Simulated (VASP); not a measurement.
Hf3SiMo: relaxation of cell and atoms with PBE

Crystal: Hf3SiMo.

```
Hf Si Mo
1.0
     4.01482    0.00000    0.00000
     0.00000    5.21376    0.00000
     0.00000    0.00000    5.25275
Hf Si Mo
3 1 1
Direct
  0.50000 0.26024 0.00000
  0.50000 0.73976 0.00000
  0.00000 0.00000 0.00000
  0.50000 0.00000 0.50000
  0.00000 0.00000 0.50000
```

The cell was generated, and may not be a known phase.

```
Program                : VASP 6.6.1
Task                   : relaxation of cell and atoms
Functional             : PBE
Potentials or basis    : VASP PAW PBE potentials, release 64 (Hf_pv, Si, Mo_sv)
Cutoff                 : 600 eV
k mesh                 : 4 × 4 × 4
Occupations            : gaussian, width 0.1 eV
Spin                   : no spin polarisation
Dipole correction      : no
Further INCAR settings : ALGO = Fast; EDIFF = 1e-07; IBRION = 2; EDIFFG = -0.04; NSW = 90; ISIF = 3
```

- Relaxed volume: 29.12 Å³/atom
- Relaxed cell: a = 4.929 Å, b = 6.101 Å, c = 4.842 Å, α = 90.00°, β = 90.00°, γ = 90.00°
- Space group after relaxing (to 0.1 Å): Pmmm (No. 47)
- Energy gained by relaxing: 1206.7 meV/atom
- Ionic steps: 13
- Pressure after relaxing: -0.1 GPa
- Largest force after relaxing: 0.017 eV/Å
- Band gap on the k mesh: zero (bands 24 and 25 overlap by 0.74 eV)

Forces in eV/Å, atoms in the order of the input:
```
Hf   0.000  0.017  0.000
Hf   0.000 -0.017  0.000
Hf   0.000  0.000  0.000
Si   0.000  0.000  0.000
Mo   0.000  0.000  0.000
```

Stress tensor (GPa, compression positive):
```
-0.11  0.00  0.00
 0.00 -0.05  0.00
 0.00  0.00 -0.18
```

Step by step:
```csv
step,energy change (eV),largest force (eV/Å),pressure (GPa),volume (Å³)
1,0.0000,1.7767,33.26,109.95
2,-1.9788,3.3763,-10.53,189.53
3,-5.1130,3.3234,-3.15,143.70
4,-5.1475,3.2284,-2.57,142.28
5,-5.1510,3.1560,-1.99,141.06
6,-5.9620,0.5122,1.35,138.37
7,-5.9686,0.2483,1.86,138.09
8,-5.9685,0.1854,1.99,138.02
9,-6.0139,0.1176,-0.38,144.08
10,-6.0139,0.1161,-0.47,144.34
11,-6.0307,0.0807,-0.04,144.89
12,-6.0321,0.1442,0.12,145.08
13,-6.0336,0.0171,-0.11,145.60
```

Final structure:
```
CELL_PARAMETERS angstrom
4.92898 0.00000 0.00000
0.00000 6.10069 0.00000
0.00000 0.00000 4.84199
ATOMIC_POSITIONS crystal
Hf 0.50000 0.23743 0.00000
Hf 0.50000 0.76257 0.00000
Hf 0.00000 0.00000 0.00000
Si 0.50000 0.00000 0.50000
Mo 0.00000 0.00000 0.50000
```

Levels at points of the mesh, in eV from the Fermi level:
| k point | band 21 | band 22 | band 23 | band 24 | band 25 | band 26 | band 27 | band 28 |
| --- | --- | --- | --- | --- | --- | --- | --- | --- |
| (0.00, 0.00, 0.00) | -1.78 | -1.37 | -0.88 | -0.54 | 0.55 | 0.75 | 1.60 | 1.95 |
| (0.50, 0.00, 0.00) | -1.59 | -0.92 | -0.58 | 0.04 | 0.11 | 0.60 | 1.24 | 1.58 |
| (0.00, 0.50, 0.00) | -1.27 | -1.11 | -0.91 | -0.61 | 0.37 | 0.71 | 1.03 | 1.54 |
| (0.50, 0.50, 0.00) | -0.78 | -0.48 | -0.27 | -0.16 | -0.10 | 0.34 | 0.46 | 1.62 |
| (0.00, 0.00, 0.50) | -0.98 | -0.84 | -0.71 | -0.03 | 0.57 | 0.82 | 0.86 | 0.89 |
| (0.50, 0.00, 0.50) | -0.70 | -0.60 | -0.54 | -0.53 | -0.39 | 0.51 | 0.79 | 1.46 |
| (0.00, 0.50, 0.50) | -0.95 | -0.02 | 0.04 | 0.15 | 0.19 | 0.67 | 0.84 | 1.22 |
| (0.50, 0.50, 0.50) | -0.82 | -0.18 | 0.19 | 0.35 | 0.53 | 0.58 | 0.84 | 0.84 |

Wall time 14 min on 1 thread of AMD EPYC 9R45 (Zen 5), with other jobs on the host, peak memory 0.27 GiB.

Caveat: the k points lie up to 0.32 Å⁻¹ apart in the final cell, too coarse for converged energies and pressures of a metal; the volume moved by over 15 % at a fixed basis, so the end points are rough; spin-orbit coupling is left out, which moves the levels of the heavy elements.
